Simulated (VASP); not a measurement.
# Ni (Fm-3m) in VASP: further runs, part 2 of 2

VASP 6.6.1. Earlier steps stand in the parts before.

## 3. Single point, LDA, collinear spin, ferromagnetic start (9.84 Å³/atom)

Input file INCAR:

```
PREC = Accurate ; ENCUT = 520
EDIFF = 1E-7 ; ISMEAR = 0
SIGMA = 0.05 ; LREAL = F
LASPH = T ; NELM = 150
ALGO = Normal ; ISIF = 2
LWAVE = F ; LCHARG = F
ISPIN = 2 ; MAGMOM = 0.72
LORBIT = 11 ; LMAXMIX = 4
NBANDS = 15
```

Input file KPOINTS:

```
Automatic mesh
0
Gamma
  22 22 22
```

Input file POSCAR:

```
Ni
1.0
    0.0000000000      1.7008304603      1.7008304603
    1.7008304603      0.0000000000      1.7008304603
    1.7008304603      1.7008304603      0.0000000000
Ni
1
Direct
    0.0000000000      0.0000000000      0.0000000000
```

Potentials or basis: VASP PAW LDA potentials, release 64 (Ni).

Started as:

```bash
> cat potpaw_LDA.64/Ni/POTCAR > POTCAR
> mpirun -np 1 vasp_std > vasp.out
```

OUTCAR:

```text
PREC = Accurate
   ENCUT = 520
   EDIFF = 1E-7
   ISMEAR = 0
   LREAL = F
   LASPH = T
   NELM = 150
   ISIF = 2
   ISPIN = 2
   LORBIT = 11

 ion  position               nearest neighbor table
   1  0.000  0.000  0.000-

  LATTYP: Found a face centered cubic cell.
 ALAT       =     3.4016609206

  Lattice vectors:

 A1 = (   0.0000000000,   1.7008304603,   1.7008304603)
 A2 = (   1.7008304603,   0.0000000000,   1.7008304603)
 A3 = (   1.7008304603,   1.7008304603,   0.0000000000)

Analysis of symmetry for initial positions (statically):
=====================================================================
 Subroutine PRICEL returns:
 Original cell was already a primitive cell.

 Routine SETGRP: Setting up the symmetry group for a
 face centered cubic supercell.

 Subroutine GETGRP returns: Found 48 space group operations
 (whereof 48 operations were pure point group operations)
 out of a pool of 48 trial point group operations.

The static configuration has the point symmetry O_h .

Analysis of symmetry for dynamics (positions and initial velocities):
=====================================================================
 Subroutine PRICEL returns:
 Original cell was already a primitive cell.

 Routine SETGRP: Setting up the symmetry group for a
 face centered cubic supercell.

 Subroutine GETGRP returns: Found 48 space group operations
 (whereof 48 operations were pure point group operations)
 out of a pool of 48 trial point group operations.

The dynamic configuration has the point symmetry O_h .

Analysis of structural, dynamic, and magnetic symmetry:
=====================================================================
 Subroutine PRICEL returns:
 Original cell was already a primitive cell.

 Routine SETGRP: Setting up the symmetry group for a
 face centered cubic supercell.

 Subroutine GETGRP returns: Found 48 space group operations
 (whereof 48 operations were pure point group operations)
 out of a pool of 48 trial point group operations.

The overall configuration has the point symmetry O_h .

 Subroutine INISYM returns: Found 48 space group operations
 (whereof 48 operations are pure point group operations),
 and found     1 'primitive' translations

----------------------------------------------------------------------------------------

                                     Primitive cell

  volume of cell :       9.8404

  direct lattice vectors                    reciprocal lattice vectors
     0.000000000  1.700830460  1.700830460    -0.293974039  0.293974039  0.293974039
     1.700830460  0.000000000  1.700830460     0.293974039 -0.293974039  0.293974039
     1.700830460  1.700830460  0.000000000     0.293974039  0.293974039 -0.293974039

  length of vectors
     2.405337504  2.405337504  2.405337504     0.509177972  0.509177972  0.509177972

  position of ions in fractional coordinates (direct lattice)
     0.000000000  0.000000000  0.000000000

  ion indices of the primitive-cell ions
   primitive index   ion index
                 1           1

----------------------------------------------------------------------------------------

 KPOINTS: Automatic mesh

Automatic generation of k-mesh.
 Grid dimensions read from file:
 generate k-points for:   22   22   22

 Generating k-lattice:

[... 72 lines left out ...]
   NELECT =      10.0000    total number of electrons
   NUPDOWN=      -1.0000    fix difference up-down
   EMIN   =  10.00;   EMAX   =-10.00  energy-range for DOS
   EFERMI =   0.00;   METHOD = LEGACY
   ISMEAR =     0;   SIGMA  =   0.05  broadening in eV -4-tet -1-fermi 0-gaus
   EFERMI_NEDOS =   21; number of points for ismear=-14 and -15
   IALGO  =     38    algorithm
   IMIX   =      4    mixing-type and parameters
     AMIX     =   0.40;   BMIX     =  1.00
     AMIX_MAG =   1.60;   BMIX_MAG =  1.00
  volume/ion in A,a.u.               =       9.84        66.41
  Fermi-wavevector in a.u.,A,eV,Ry     =   1.645901  3.110303 36.858065  2.708991
  Thomas-Fermi vector in A             =   2.735620
   LORBIT       =     11    0 simple, 1 ext, 2 COOP (PROOUT), +10 PAW based schemes
   GGA     = CA    functional components
   LHFCALC =     F    Hartree Fock is set to
   AEXX    =    0.0000 exact exchange contribution
   IVDW    =     0    specifies the selected vdW correction
   LEPSILON=     F    determine dielectric tensor
   LRPA    =     F    only Hartree local field effects (RPA)
 spin polarized calculation
 Gauss-broadening in eV      SIGMA  =   0.05
  energy-cutoff  :      520.00
  volume of cell :        9.84
 maximum number of plane-waves:       283
 NGX is ok and might be reduce to    18
   NGX =  9   NGY =  9   NGZ =  9

 number of electron      10.0000000 magnetization       0.7200000

 number of electron       9.9999995 magnetization       0.5523059

 Free energy of the ion-electron system (eV)
  ---------------------------------------------------
  ext. energy  EPLUGINS =         0.00000000
  ---------------------------------------------------
  free energy    TOTEN  =        -6.57633890 eV

  energy without entropy =       -6.57401633  energy(sigma->0) =       -6.57517761

 E-fermi :  10.5457     XC(G=0): -14.2176

 val. band max:       10.5420803495   @ k =   0.4091   0.0000   0.0000
 cond. band min:      10.5460022311   @ k =  -0.4545   0.3636   0.1364
 fundamental gap:      0.0039218815
 Fermi energy:        10.5456606488

 spin component 1

 k-point     1 :       0.0000    0.0000    0.0000
  band No.  band energies     occupation
      1       0.8374      1.00000
      2       7.9378      1.00000
      3       7.9378      1.00000
      4       7.9378      1.00000
      5       9.2725      1.00000
      6       9.2725      1.00000
      7      35.1533      0.00000
      8      39.7189      0.00000
      9      39.7189      0.00000
     10      39.7189      0.00000
     11      43.0761      0.00000
     12      43.0761      0.00000
     13      43.0761      0.00000
     14      45.9650      0.00000
[... 403 lines left out ...]
      4       9.3673      1.00000
      5      10.0366      1.00000
      6      10.7372      0.00000
      7      17.2824      0.00000
      8      33.2527      0.00000
      9      35.9199      0.00000
     10      36.6238      0.00000
     11      40.3294      0.00000
     12      41.0324      0.00000
     13      47.2635      0.00000
     14      56.0985      0.00000
     15      58.5423      0.00000

 [... further k-points ...]

 spin component 2

 k-point     1 :       0.0000    0.0000    0.0000
  band No.  band energies     occupation
      1       0.8789      1.00000
      2       8.5071      1.00000
      3       8.5071      1.00000
      4       8.5071      1.00000
      5       9.7916      1.00000
      6       9.7916      1.00000
      7      35.1422      0.00000
      8      39.7593      0.00000
      9      39.7593      0.00000
     10      39.7593      0.00000
     11      43.2364      0.00000
     12      43.2364      0.00000
     13      43.2364      0.00000
     14      45.9480      0.00000
[... 403 lines left out ...]
      4       9.6320      1.00000
      5      10.6400      0.00380
      6      11.1339      0.00000
      7      17.6275      0.00000
      8      33.2583      0.00000
      9      36.0228      0.00000
     10      36.7362      0.00000
     11      40.4512      0.00000
     12      41.1418      0.00000
     13      47.4540      0.00000
     14      57.2982      0.00000
     15      58.6597      0.00000

 [... further k-points ...]

------------------------ aborting loop because EDIFF is reached ----------------------------------------

  FORCE on cell =-STRESS in cart. coord.  units (eV):
  Direction    XX          YY          ZZ          XY          YZ          ZX
  --------------------------------------------------------------------------------------
  -------------------------------------------------------------------------------------
  Total        0.2907342      0.2907342      0.2907342      0.0000000     -0.0000000     -0.0000000
  in kB       47.3362230     47.3362230     47.3362230      0.0000000     -0.0000000     -0.0000000
  external PRESSURE =      47.3362230 kB  Pullay stress =       0.0000000 kB

 VOLUME and BASIS-vectors are now :
 -----------------------------------------------------------------------------
  energy-cutoff  :      520.00
  volume of cell :        9.84
      direct lattice vectors                 reciprocal lattice vectors
     0.000000000  1.700830460  1.700830460    -0.293974039  0.293974039  0.293974039
     1.700830460  0.000000000  1.700830460     0.293974039 -0.293974039  0.293974039
     1.700830460  1.700830460  0.000000000     0.293974039  0.293974039 -0.293974039

 POSITION                                       TOTAL-FORCE (eV/Angst)
 -----------------------------------------------------------------------------------
      0.00000      0.00000      0.00000         0.000000      0.000000     -0.000000
 -----------------------------------------------------------------------------------
    total drift:                                0.000000     -0.000000     -0.000000

  FREE ENERGIE OF THE ION-ELECTRON SYSTEM (eV)
  ---------------------------------------------------
  free  energy   TOTEN  =        -6.5763388954 eV

  energy  without entropy=       -6.5740163306  energy(sigma->0) =       -6.57517761

 total charge

# of ion       s       p       d       tot
------------------------------------------
    1        0.544   0.591   8.382   9.517

 magnetization (x)

# of ion       s       p       d       tot
------------------------------------------
    1       -0.005  -0.019   0.576   0.551
```

stdout:

```text
POSCAR found type information on POSCAR Ni
 POSCAR found :  1 types and       1 ions
 scaLAPACK will be used
 LDA part: xc-table for (Slater(with rela. corr.)+CA(PZ))
 , standard interpolation
 POSCAR, INCAR and KPOINTS ok, starting setup
 FFT: planning ... GRIDC
 FFT: planning ... GRID_SOFT
 FFT: planning ... GRID
 WAVECAR not read
 entering main loop
```

Wall time 69 s (1 thread of Intel Xeon Platinum 8488C (Sapphire Rapids), shared host); peak memory 0.18 GiB.

What came out:

| Property | Result |
| --- | --- |
| Free energy | -6.5763 eV |
| Pressure | 4.7 GPa |
| Net moment | 0.55 μB per cell |
| Site moments | Ni +0.55 μB |
| Valence electrons inside the program's atomic spheres | Ni 9.52 |

Levels at points of the mesh, in eV from the Fermi level:
Spin up:
| k point | band 3 | band 4 | band 5 | band 6 | band 7 | band 8 |
| --- | --- | --- | --- | --- | --- | --- |
| (0.00, 0.00, 0.00) | -2.61 | -2.61 | -1.27 | -1.27 | 24.61 | 29.17 |
| (0.50, 0.00, 0.00) | -2.62 | -0.46 | -0.46 | -0.45 | 6.48 | 23.08 |
| (0.50, 0.50, 0.00) | -0.44 | -0.28 | -0.28 | 2.51 | 10.22 | 15.72 |
Spin down:
```tsv
k point	band 3	band 4	band 5	band 6	band 7	band 8
(0.00, 0.00, 0.00)	-2.04	-2.04	-0.75	-0.75	24.60	29.21
(0.50, 0.00, 0.00)	-2.11	-0.42	0.14	0.14	6.84	23.06
(0.50, 0.50, 0.00)	0.11	0.37	0.37	2.56	10.48	15.79
```

Caveat: the cell stands under pressure.

## 4. Single point, LDA, collinear spin, ferromagnetic start (10.04 Å³/atom)

This run uses another cell than the first one, of 10.04 Å³/atom.

Input file INCAR:

```
SYSTEM = Ni
PREC = Accurate
ENCUT = 520
EDIFF = 1E-6
ISMEAR = 0
SIGMA = 0.05
LREAL = .FALSE.
LASPH = .TRUE.
NELM = 150
ALGO = Normal
ISIF = 2
LWAVE = .FALSE.
LCHARG = .FALSE.
ISPIN = 2
MAGMOM = 0.71
LORBIT = 11
LMAXMIX = 4
GGA = CA
NBANDS = 15
```

Input file KPOINTS:

```
Automatic mesh
0
G
  22 22 22
  0 0 0
```

Input file POSCAR:

```
Ni
1.0
    0.0000000000      1.7123229066      1.7123229066
    1.7123229066      0.0000000000      1.7123229066
    1.7123229066      1.7123229066      0.0000000000
Ni
1
Direct
    0.0000000000      0.0000000000      0.0000000000
```

Potentials or basis: VASP PAW LDA potentials, release 64 (Ni).

Started as:

```bash
> cat potpaw_LDA.64/Ni/POTCAR > POTCAR
> mpirun -np 1 vasp_std > vasp.out
```

OUTCAR:

```text
SYSTEM = Ni
   PREC = Accurate
   ENCUT = 520
   EDIFF = 1E-6
   ISMEAR = 0
   LREAL = .FALSE.
   LASPH = .TRUE.
   NELM = 150
   ISIF = 2
   ISPIN = 2
   LORBIT = 11
   GGA = CA

 ion  position               nearest neighbor table
   1  0.000  0.000  0.000-

  LATTYP: Found a face centered cubic cell.
 ALAT       =     3.4246458132

  Lattice vectors:

 A1 = (   0.0000000000,   1.7123229066,   1.7123229066)
 A2 = (   1.7123229066,   0.0000000000,   1.7123229066)
 A3 = (   1.7123229066,   1.7123229066,   0.0000000000)

Analysis of symmetry for initial positions (statically):
=====================================================================
 Subroutine PRICEL returns:
 Original cell was already a primitive cell.

 Routine SETGRP: Setting up the symmetry group for a
 face centered cubic supercell.

 Subroutine GETGRP returns: Found 48 space group operations
 (whereof 48 operations were pure point group operations)
 out of a pool of 48 trial point group operations.

The static configuration has the point symmetry O_h .

Analysis of symmetry for dynamics (positions and initial velocities):
=====================================================================
 Subroutine PRICEL returns:
 Original cell was already a primitive cell.

 Routine SETGRP: Setting up the symmetry group for a
 face centered cubic supercell.

 Subroutine GETGRP returns: Found 48 space group operations
 (whereof 48 operations were pure point group operations)
 out of a pool of 48 trial point group operations.

The dynamic configuration has the point symmetry O_h .

Analysis of structural, dynamic, and magnetic symmetry:
=====================================================================
 Subroutine PRICEL returns:
 Original cell was already a primitive cell.

 Routine SETGRP: Setting up the symmetry group for a
 face centered cubic supercell.

 Subroutine GETGRP returns: Found 48 space group operations
 (whereof 48 operations were pure point group operations)
 out of a pool of 48 trial point group operations.

The overall configuration has the point symmetry O_h .

 Subroutine INISYM returns: Found 48 space group operations
[... 165 lines left out ...]
      9      39.0693      0.00000
     10      39.0693      0.00000
     11      42.3328      0.00000
     12      42.3328      0.00000
     13      42.3328      0.00000
     14      45.2957      0.00000
[... 403 lines left out ...]
      4       9.0747      1.00000
      5       9.7027      1.00000
      6      10.4120      0.00000
      7      16.7983      0.00000
      8      32.7606      0.00000
      9      35.2590      0.00000
     10      35.9417      0.00000
     11      39.6389      0.00000
     12      40.3422      0.00000
     13      46.4338      0.00000
     14      55.7303      0.00000
     15      57.6242      0.00000

 [... further k-points ...]

 spin component 2

 k-point     1 :       0.0000    0.0000    0.0000
  band No.  band energies     occupation
      1       0.7099      1.00000
      2       8.2566      1.00000
      3       8.2566      1.00000
      4       8.2566      1.00000
      5       9.5025      1.00000
      6       9.5025      1.00000
      7      34.6582      0.00000
      8      39.1131      0.00000
      9      39.1131      0.00000
     10      39.1131      0.00000
     11      42.4969      0.00000
     12      42.4969      0.00000
     13      42.4969      0.00000
     14      45.2773      0.00000
[... 403 lines left out ...]
      4       9.3551      1.00000
      5      10.3265      0.00270
      6      10.8150      0.00000
      7      17.1530      0.00000
      8      32.7675      0.00000
      9      35.3638      0.00000
     10      36.0578      0.00000
     11      39.7642      0.00000
     12      40.4544      0.00000
     13      46.6230      0.00000
     14      56.9348      0.00000
     15      57.7433      0.00000

 [... further k-points ...]

------------------------ aborting loop because EDIFF is reached ----------------------------------------

  FORCE on cell =-STRESS in cart. coord.  units (eV):
  Direction    XX          YY          ZZ          XY          YZ          ZX
  --------------------------------------------------------------------------------------
  -------------------------------------------------------------------------------------
  Total       -0.0339438     -0.0339438     -0.0339438      0.0000000      0.0000000      0.0000000
  in kB       -5.4160609     -5.4160609     -5.4160609      0.0000000      0.0000000      0.0000000
  external PRESSURE =      -5.4160609 kB  Pullay stress =       0.0000000 kB

 VOLUME and BASIS-vectors are now :
 -----------------------------------------------------------------------------
  energy-cutoff  :      520.00
  volume of cell :       10.04
      direct lattice vectors                 reciprocal lattice vectors
     0.000000000  1.712322907  1.712322907    -0.292000999  0.292000999  0.292000999
     1.712322907  0.000000000  1.712322907     0.292000999 -0.292000999  0.292000999
     1.712322907  1.712322907  0.000000000     0.292000999  0.292000999 -0.292000999

 POSITION                                       TOTAL-FORCE (eV/Angst)
 -----------------------------------------------------------------------------------
      0.00000      0.00000      0.00000         0.000000      0.000000     -0.000000
 -----------------------------------------------------------------------------------
    total drift:                                0.000000     -0.000000     -0.000000

  FREE ENERGIE OF THE ION-ELECTRON SYSTEM (eV)
  ---------------------------------------------------
  free  energy   TOTEN  =        -6.5789607545 eV

  energy  without entropy=       -6.5765214722  energy(sigma->0) =       -6.57774111

 total charge

# of ion       s       p       d       tot
------------------------------------------
    1        0.534   0.571   8.368   9.474

 magnetization (x)

# of ion       s       p       d       tot
------------------------------------------
    1       -0.005  -0.019   0.598   0.574
```

It took 64 s on 1 thread of Intel Xeon Platinum 8488C (Sapphire Rapids), shared host; peak memory 0.18 GiB.

Results:

| Property | Result |
| --- | --- |
| Free energy | -6.5790 eV |
| Pressure | -0.5 GPa |
| Net moment | 0.57 μB per cell |
| Site moments | Ni +0.57 μB |
| Valence electrons inside the program's atomic spheres | Ni 9.47 |

## 5. The runs side by side

```tsv
cell	gap on the mesh (eV)	pressure (GPa)	moment (μB)
a = 2.406 Å, angles 60.0°, 1 atom	none	4.5	0.55
a = 2.405 Å, angles 60.0°, 1 atom	none	4.7	0.55
a = 2.422 Å, angles 60.0°, 1 atom	none	-0.5	0.57
```

Alike in all rows: task single point; level LDA; potentials or basis VASP PAW LDA potentials, release 64 (Ni); spin collinear, ferromagnetic start; k mesh 22 × 22 × 22; cutoff (eV) 520; smearing gaussian 0.05 eV.

Caveats: the cell stands under pressure (at least some runs).

Absolute energies hang on the potentials; compare differences alone.
